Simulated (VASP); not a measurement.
# TiN (l.b) (Fm-3m) in VASP: further runs, part 2 of 2

VASP 6.6.1. The steps go on from the part before.

## 3. Single point, LDA

Contents of INCAR:

```
PREC = Accurate
ENCUT = 600
EDIFF = 1E-6
ISMEAR = 0
SIGMA = 0.1
LREAL = False
LASPH = True
NELM = 120
ALGO = Normal
ISIF = 2
LWAVE = False
LCHARG = False
GGA = CA
NBANDS = 16
GGA_COMPAT = False
```

Contents of KPOINTS:

```
Automatic mesh
0
Gamma
  18 18 18
```

Contents of POSCAR:

```
TiN
1.0
    0.0000000000      2.0858878533      2.0858878533
    2.0858878533      0.0000000000      2.0858878533
    2.0858878533      2.0858878533      0.0000000000
Ti N
1 1
Direct
    0.0000000000      0.0000000000      0.0000000000
    0.5000000000      0.5000000000      0.5000000000
```

Potentials or basis: VASP PAW LDA potentials, release 64 (Ti_sv, N).

Command:

```bash
$ cat potpaw_LDA.64/Ti_sv/POTCAR potpaw_LDA.64/N/POTCAR > POTCAR
$ mpirun -np 1 vasp_std > vasp.out
```

OUTCAR:

```text
PREC = Accurate
   ENCUT = 600
   EDIFF = 1E-6
   ISMEAR = 0
   LREAL = False
   LASPH = True
   NELM = 120
   ISIF = 2
   GGA = CA

 ion  position               nearest neighbor table
   1  0.000  0.000  0.000-   2 2.09   2 2.09   2 2.09   2 2.09   2 2.09   2 2.09
   2  0.500  0.500  0.500-   1 2.09   1 2.09   1 2.09   1 2.09   1 2.09   1 2.09

  LATTYP: Found a face centered cubic cell.
 ALAT       =     4.1717757066

  Lattice vectors:

 A1 = (   0.0000000000,   2.0858878533,   2.0858878533)
 A2 = (   2.0858878533,   0.0000000000,   2.0858878533)
 A3 = (   2.0858878533,   2.0858878533,   0.0000000000)

Analysis of symmetry for initial positions (statically):
=====================================================================
 Subroutine PRICEL returns:
 Original cell was already a primitive cell.

 Routine SETGRP: Setting up the symmetry group for a
 face centered cubic supercell.

 Subroutine GETGRP returns: Found 48 space group operations
 (whereof 48 operations were pure point group operations)
 out of a pool of 48 trial point group operations.

The static configuration has the point symmetry O_h .

Analysis of symmetry for dynamics (positions and initial velocities):
=====================================================================
 Subroutine PRICEL returns:
 Original cell was already a primitive cell.

 Routine SETGRP: Setting up the symmetry group for a
 face centered cubic supercell.

 Subroutine GETGRP returns: Found 48 space group operations
 (whereof 48 operations were pure point group operations)
 out of a pool of 48 trial point group operations.

The dynamic configuration has the point symmetry O_h .

 Subroutine INISYM returns: Found 48 space group operations
 (whereof 48 operations are pure point group operations),
 and found     1 'primitive' translations

----------------------------------------------------------------------------------------

                                     Primitive cell

  volume of cell :      18.1511

  direct lattice vectors                    reciprocal lattice vectors
     0.000000000  2.085887853  2.085887853    -0.239706080  0.239706080  0.239706080
     2.085887853  0.000000000  2.085887853     0.239706080 -0.239706080  0.239706080
     2.085887853  2.085887853  0.000000000     0.239706080  0.239706080 -0.239706080

  length of vectors
     2.949890892  2.949890892  2.949890892     0.415183109  0.415183109  0.415183109

  position of ions in fractional coordinates (direct lattice)
     0.000000000  0.000000000  0.000000000
     0.500000000  0.500000000  0.500000000

  ion indices of the primitive-cell ions
   primitive index   ion index
                 1           1
                 2           2

----------------------------------------------------------------------------------------

 KPOINTS: Automatic mesh

Automatic generation of k-mesh.
 Grid dimensions read from file:
 generate k-points for:   18   18   18

 Generating k-lattice:

  Cartesian coordinates                     Fractional coordinates (reciprocal lattice)
    -0.013317004  0.013317004  0.013317004     0.055555556  0.000000000  0.000000000
     0.013317004 -0.013317004  0.013317004     0.000000000  0.055555556  0.000000000
     0.013317004  0.013317004 -0.013317004     0.000000000  0.000000000  0.055555556

  Length of vectors
     0.023065728  0.023065728  0.023065728

  Shift w.r.t. Gamma in fractional coordinates (k-lattice)
     0.000000000  0.000000000  0.000000000

 Subroutine IBZKPT returns following result:
 ===========================================

 Found    195 irreducible k-points:

 Following reciprocal coordinates:
            Coordinates               Weight
  0.000000  0.000000  0.000000      1.000000
  0.055556  0.000000  0.000000      8.000000
  0.111111  0.000000  0.000000      8.000000
  0.166667  0.000000  0.000000      8.000000
  0.222222  0.000000  0.000000      8.000000
  0.277778  0.000000  0.000000      8.000000
[... 16 lines left out ...]
 -0.277778  0.055556  0.000000     24.000000
 -0.222222  0.055556  0.000000     24.000000
 [... further k-points ...]
   k-points           NKPTS =    195   k-points in BZ     NKDIM =    195   number of bands    NBANDS=     16
   number of dos      NEDOS =    301   number of ions     NIONS =      2
   total plane-waves  NPLWV =  13824
   dimension x,y,z NGX =    24 NGY =   24 NGZ =   24
   dimension x,y,z NGXF=    48 NGYF=   48 NGZF=   48
   ions per type =               1   1
   NGX,Y,Z   is equivalent  to a cutoff of  13.53, 13.53, 13.53 a.u.
   NGXF,Y,Z  is equivalent  to a cutoff of  27.05, 27.05, 27.05 a.u.
 SYSTEM =  unknown system
   PREC   = accura    normal or accurate (medium, high low for compatibility)
   ISTART =      0    job   : 0-new  1-cont  2-samecut
   ICHARG =      2    charge: 1-file 2-atom 10-const
   ISPIN  =      1    spin polarized calculation?
   LNONCOLLINEAR =      F non collinear calculations
   LSORBIT =      F    spin-orbit coupling
   LASPH  =      T    aspherical Exc in radial PAW
   ENCUT  =  600.0 eV  44.10 Ry    6.64 a.u.   5.89  5.89  5.89*2*pi/ulx,y,z
   NELM   =    120;   NELMIN=  2; NELMDL= -5     # of ELM steps
   EDIFF  = 0.1E-05   stopping-criterion for ELM
   LREAL  =      F    real-space projection
[... 7 lines left out ...]
   TEBEG  =    0.0;   TEEND  =   0.0 temperature during run
   PSTRESS=    0.0 pullay stress
   NELECT =      17.0000    total number of electrons
   NUPDOWN=      -1.0000    fix difference up-down
   EMIN   =  10.00;   EMAX   =-10.00  energy-range for DOS
   EFERMI =   0.00;   METHOD = LEGACY
   ISMEAR =     0;   SIGMA  =   0.10  broadening in eV -4-tet -1-fermi 0-gaus
   EFERMI_NEDOS =   21; number of points for ismear=-14 and -15
   IALGO  =     38    algorithm
   IMIX   =      4    mixing-type and parameters
     AMIX     =   0.40;   BMIX     =  1.00
     AMIX_MAG =   1.60;   BMIX_MAG =  1.00
  volume/ion in A,a.u.               =       9.08        61.24
  Fermi-wavevector in a.u.,A,eV,Ry     =   1.601733  3.026837 34.906418  2.565549
  Thomas-Fermi vector in A             =   2.698665
   LORBIT       =      0    0 simple, 1 ext, 2 COOP (PROOUT), +10 PAW based schemes
   GGA     = CA    functional components
   LHFCALC =     F    Hartree Fock is set to
   AEXX    =    0.0000 exact exchange contribution
   IVDW    =     0    specifies the selected vdW correction
   LEPSILON=     F    determine dielectric tensor
   LRPA    =     F    only Hartree local field effects (RPA)
 non-spin polarized calculation
 Gauss-broadening in eV      SIGMA  =   0.10
  energy-cutoff  :      600.00
  volume of cell :       18.15
 maximum number of plane-waves:       620
   NGX = 11   NGY = 11   NGZ = 11

 number of electron      16.9999996 magnetization

 Free energy of the ion-electron system (eV)
  ---------------------------------------------------
  ext. energy  EPLUGINS =         0.00000000
  ---------------------------------------------------
  free energy    TOTEN  =       -21.67364308 eV

  energy without entropy =      -21.66979330  energy(sigma->0) =      -21.67171819

 E-fermi :  11.8595     XC(G=0): -13.6469

 val. band max:       11.8242336852   @ k =   0.5000   0.2222   0.0000
 cond. band min:      11.8667001240   @ k =   0.1111   0.0556   0.0000
 fundamental gap:      0.0424664389
 Fermi energy:        11.8594970036

 k-point     1 :       0.0000    0.0000    0.0000
  band No.  band energies     occupation
      1     -45.2075      2.00000
      2     -21.5230      2.00000
      3     -21.5230      2.00000
      4     -21.5230      2.00000
      5      -5.2663      2.00000
      6       9.8057      2.00000
[... 8 lines left out ...]
     15      25.1971      0.00000
     16      32.3462      0.00000

 k-point     2 :       0.0556    0.0000    0.0000
  band No.  band energies     occupation
      1     -45.2036      2.00000
      2     -21.5487      2.00000
      3     -21.5251      2.00000
      4     -21.5251      2.00000
      5      -5.1992      2.00000
      6       9.4173      2.00000
[... 8 lines left out ...]
     15      25.2678      0.00000
     16      32.2393      0.00000
[... 387 lines left out ...]
      5      -3.6625      2.00000
      6       5.3720      2.00000
[... 8 lines left out ...]
     15      25.1998      0.00000
     16      28.6269      0.00000

 k-point    24 :      -0.2222    0.0556    0.0000
  band No.  band energies     occupation
      1     -45.1447      2.00000
      2     -21.9144      2.00000
      3     -21.5819      2.00000
      4     -21.5444      2.00000
      5      -4.1142      2.00000
      6       6.2449      2.00000
[... 8 lines left out ...]
     15      25.2545      0.00000
     16      29.5013      0.00000

 [... further k-points ...]
[... 5 lines left out ...]
  --------------------------------------------------------------------------------------
  -------------------------------------------------------------------------------------
  Total        0.1087580      0.1087580      0.1087580      0.0000000     -0.0000000     -0.0000000
  in kB        9.5999517      9.5999517      9.5999517      0.0000000     -0.0000000     -0.0000000
  external PRESSURE =       9.5999517 kB  Pullay stress =       0.0000000 kB

 VOLUME and BASIS-vectors are now :
 -----------------------------------------------------------------------------
  energy-cutoff  :      600.00
  volume of cell :       18.15
      direct lattice vectors                 reciprocal lattice vectors
     0.000000000  2.085887853  2.085887853    -0.239706080  0.239706080  0.239706080
     2.085887853  0.000000000  2.085887853     0.239706080 -0.239706080  0.239706080
     2.085887853  2.085887853  0.000000000     0.239706080  0.239706080 -0.239706080

 POSITION                                       TOTAL-FORCE (eV/Angst)
 -----------------------------------------------------------------------------------
      0.00000      0.00000      0.00000         0.000000      0.000000      0.000000
      2.08589      2.08589      2.08589        -0.000000     -0.000000      0.000000
 -----------------------------------------------------------------------------------
    total drift:                                0.000000     -0.000000     -0.000000

  FREE ENERGIE OF THE ION-ELECTRON SYSTEM (eV)
  ---------------------------------------------------
  free  energy   TOTEN  =       -21.6736430762 eV

  energy  without entropy=      -21.6697933017  energy(sigma->0) =      -21.67171819
```

stdout:

```text
POSCAR found type information on POSCAR TiN
 POSCAR found :  2 types and       2 ions
 scaLAPACK will be used
 LDA part: xc-table for (Slater(with rela. corr.)+CA(PZ))
 , standard interpolation
 POSCAR, INCAR and KPOINTS ok, starting setup
 FFT: planning ... GRIDC
 FFT: planning ... GRID_SOFT
 FFT: planning ... GRID
 WAVECAR not read
 entering main loop
```

Wall time 78 s (1 thread of Intel Xeon Platinum 8488C (Sapphire Rapids), shared host); peak memory 0.18 GiB.

What came out:

- Free energy: -21.6736 eV
- Pressure: 1.0 GPa

## 4. Relaxation of cell and atoms, LDA

Contents of INCAR:

```
SYSTEM = TiN
ALGO = Normal
EDIFF = 1E-7
EDIFFG = -0.002
ENCUT = 600
GGA_COMPAT = .FALSE.
IBRION = 2
ISIF = 3
ISMEAR = 0
LASPH = .TRUE.
LCHARG = .FALSE.
LREAL = .FALSE.
LWAVE = .FALSE.
NELM = 120
NELMIN = 4
NSW = 100
PREC = Accurate
SIGMA = 0.1
```

Contents of KPOINTS:

```
k-points
0
G
  18 18 18
  0 0 0
```

Contents of POSCAR:

```
TiN
1.0
    0.0000000000      2.0864398374      2.0864398374
    2.0864398374      0.0000000000      2.0864398374
    2.0864398374      2.0864398374      0.0000000000
Ti N
1 1
Direct
    0.0000000000      0.0000000000      0.0000000000
    0.5000000000      0.5000000000      0.5000000000
```

Potentials or basis: VASP PAW LDA potentials, release 64 (Ti_sv, N).

Command:

```bash
$ cat potpaw_LDA.64/Ti_sv/POTCAR potpaw_LDA.64/N/POTCAR > POTCAR
$ mpirun -np 1 vasp_std > vasp.out
```

OUTCAR:

```text
SYSTEM = TiN
   EDIFF = 1E-7
   EDIFFG = -0.002
   ENCUT = 600
   IBRION = 2
   ISIF = 3
   ISMEAR = 0
   LASPH = .TRUE.
   LREAL = .FALSE.
   NELM = 120
   NELMIN = 4
   NSW = 100
   PREC = Accurate

 ion  position               nearest neighbor table
   1  0.000  0.000  0.000-   2 2.09   2 2.09   2 2.09   2 2.09   2 2.09   2 2.09
   2  0.500  0.500  0.500-   1 2.09   1 2.09   1 2.09   1 2.09   1 2.09   1 2.09

  LATTYP: Found a face centered cubic cell.
 ALAT       =     4.1728796748

  Lattice vectors:

 A1 = (   0.0000000000,   2.0864398374,   2.0864398374)
 A2 = (   2.0864398374,   0.0000000000,   2.0864398374)
 A3 = (   2.0864398374,   2.0864398374,   0.0000000000)

Analysis of symmetry for initial positions (statically):
=====================================================================
[... 268 lines left out ...]
      5      -5.2905      2.00000
      6       9.7672      2.00000
      7       9.7672      2.00000
      8       9.7672      2.00000
      9      11.1377      2.00000
     10      11.1377      2.00000
     11      11.1377      2.00000
     12      12.4231      0.00000
[... 331 lines left out ...]
 k-point    24 :      -0.2222    0.0556    0.0000
  band No.  band energies     occupation
      1     -45.1918      2.00000
      2     -21.9592      2.00000
      3     -21.6305      2.00000
      4     -21.5934      2.00000
      5      -4.1441      2.00000
      6       6.2145      2.00000
      7       7.2388      2.00000
      8       7.5772      2.00000
      9      12.0551      0.00076
     10      12.2967      0.00000
     11      12.8186      0.00000
     12      14.9700      0.00000

 [... further k-points ...]

------------------------ aborting loop because EDIFF is reached ----------------------------------------

  FORCE on cell =-STRESS in cart. coord.  units (eV):
  Direction    XX          YY          ZZ          XY          YZ          ZX
  --------------------------------------------------------------------------------------
  -------------------------------------------------------------------------------------
  Total       -0.0017363     -0.0017363     -0.0017363     -0.0000000     -0.0000000     -0.0000000
  in kB       -0.1528053     -0.1528053     -0.1528053     -0.0000000     -0.0000000     -0.0000000
  external PRESSURE =      -0.1528053 kB  Pullay stress =       0.0000000 kB
[... 17 lines left out ...]
  FREE ENERGIE OF THE ION-ELECTRON SYSTEM (eV)
  ---------------------------------------------------
  free  energy   TOTEN  =       -21.6738358703 eV

  energy  without entropy=      -21.6699678629  energy(sigma->0) =      -21.67190187

 reached required accuracy - stopping structural energy minimisation
```

OSZICAR:

```text
N       E                     dE             d eps       ncg     rms          rms(c)
DAV:   1     0.149422457387E+03    0.14942E+03   -0.97361E+03  4688   0.187E+03
DAV:   2    -0.134301024626E+02   -0.16285E+03   -0.15599E+03  4896   0.439E+02
DAV:   3    -0.260305918267E+02   -0.12600E+02   -0.12268E+02  5700   0.118E+02
[... 30 lines left out ...]
DAV:   4    -0.216737786106E+02   -0.11766E-04   -0.40963E-04  5324   0.235E-01    0.306E-02
DAV:   5    -0.216738046730E+02   -0.26062E-04   -0.43798E-05  6752   0.648E-02    0.210E-02
DAV:   6    -0.216738227835E+02   -0.18111E-04   -0.18472E-05  5372   0.336E-02    0.194E-02
DAV:   7    -0.216738355222E+02   -0.12739E-04   -0.27717E-05  7484   0.485E-02    0.154E-03
DAV:   8    -0.216738358785E+02   -0.35630E-06   -0.10634E-06  6384   0.945E-03    0.166E-03
DAV:   9    -0.216738358703E+02    0.82862E-08   -0.48322E-08  2940   0.264E-03
   3 F= -.21673836E+02 E0= -.21671902E+02  d E =-.916395E-04
```

CONTCAR:

```text
TiN
   1.00000000000000
     0.0000000000000000    2.0879800091509244    2.0879800091509244
     2.0879800091509244    0.0000000000000000    2.0879800091509244
     2.0879800091509244    2.0879800091509244    0.0000000000000000
  Ti              N
     1     1
Direct
     0.0000000000000000    0.0000000000000000    0.0000000000000000
     0.5000000000000000    0.5000000000000000    0.5000000000000000

  0.00000000E+00  0.00000000E+00  0.00000000E+00
  0.00000000E+00  0.00000000E+00  0.00000000E+00
```

Wall time 1.9 min (1 thread of Intel Xeon Platinum 8488C (Sapphire Rapids), shared host); peak memory 0.18 GiB.

What came out:

| Property | Result |
| --- | --- |
| Free energy | -21.6738 eV |
| Relaxed volume | 9.10 Å³/atom |
| Relaxed cell | a = 2.953 Å, b = 2.953 Å, c = 2.953 Å, α = 60.00°, β = 60.00°, γ = 60.00° |
| Space group after relaxing (to 0.05 Å) | Fm-3m (No. 225) |
| Energy gained by relaxing | 0.0 meV/atom |
| Ionic steps | 3 |
| Pressure after relaxing | 0.0 GPa |

Final structure:
```cif
data_structure
_symmetry_space_group_name_H-M 'P 1'
_symmetry_Int_Tables_number 1
_cell_length_a 2.9528
_cell_length_b 2.9528
_cell_length_c 2.9528
_cell_angle_alpha 60.000
_cell_angle_beta 60.000
_cell_angle_gamma 60.000
_cell_volume 18.21
loop_
_atom_site_label
_atom_site_type_symbol
_atom_site_fract_x
_atom_site_fract_y
_atom_site_fract_z
_atom_site_occupancy
Ti1 Ti 0.00000 0.00000 0.00000 1
N1 N 0.50000 0.50000 0.50000 1
```

Levels at points of the mesh, in eV from the Fermi level:
| k point | band 5 | band 6 | band 7 | band 8 | band 9 | band 10 | band 11 | band 12 |
| --- | --- | --- | --- | --- | --- | --- | --- | --- |
| (0.00, 0.00, 0.00) | -17.11 | -2.05 | -2.05 | -2.05 | -0.68 | -0.68 | -0.68 | 0.61 |
| (0.50, 0.00, 0.00) | -14.37 | -8.34 | -5.72 | -5.72 | 1.82 | 1.82 | 2.56 | 6.14 |
| (0.50, 0.50, 0.00) | -15.67 | -5.86 | -3.30 | -3.24 | -3.24 | 1.76 | 2.59 | 2.59 |

## 5. The runs side by side

| task | cell | k mesh | gap on the mesh (eV) | pressure (GPa) |
| --- | --- | --- | --- | --- |
| single point | a = 2.951 Å, angles 60.0°, 2 atoms | 8 × 8 × 8 | none | 0.9 |
| single point | a = 2.950 Å, angles 60.0°, 2 atoms | 18 × 18 × 18 | none | 1.0 |
| relaxation of cell and atoms | relaxed from a = 2.951 Å, angles 60.0°, 2 atoms | 18 × 18 × 18 | none | 0.0 |

Alike in all rows: level LDA; potentials or basis VASP PAW LDA potentials, release 64 (Ti_sv, N); no spin polarisation; cutoff (eV) 600; smearing gaussian 0.1 eV.

Total energies depend on the potentials used, so only differences within one code and one set of settings carry meaning.
